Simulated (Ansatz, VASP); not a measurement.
## Two plane-wave programs on BAs

```
CELL_PARAMETERS angstrom
3.37514 0.00000 0.00000
-1.68757 2.92296 0.00000
0.00000 0.00000 23.80000
ATOMIC_POSITIONS crystal
B 0.33333 0.66667 0.29412
As 0.66667 0.33333 0.29412
```

Alike in both runs: functional PBE; dispersion D3(BJ); k mesh 12 × 12 × 1; occupations gaussian, width 0.03 eV; no spin polarisation.

Ansatz relaxed the structure, and its values are those at the end. VASP's run is a single point on that final structure, the one shown.

```csv
,VASP,Ansatz
version,VASP 6.6.1,Ansatz 0.2.0
potentials or method,"VASP PAW PBE potentials, release 64 (B, As), cutoff 420 eV","scalar-relativistic, plane waves, PAW"
valence electrons in the cell,8,18
```

Ansatz gave:

- gap on the k mesh at the Fermi level (eV): 0.75
- least direct gap on the mesh (eV): 0.75

Task: Estimate VASP's values.

Result: gap on the k mesh at the Fermi level (eV): 0.74; least direct gap on the mesh (eV): 0.74.

VASP's potentials hold 8 valence electrons a cell and Ansatz's 18, so a difference there can come from the potentials and not from the codes. Ansatz's warnings: slab cell height set, structure snapped to symmetry.
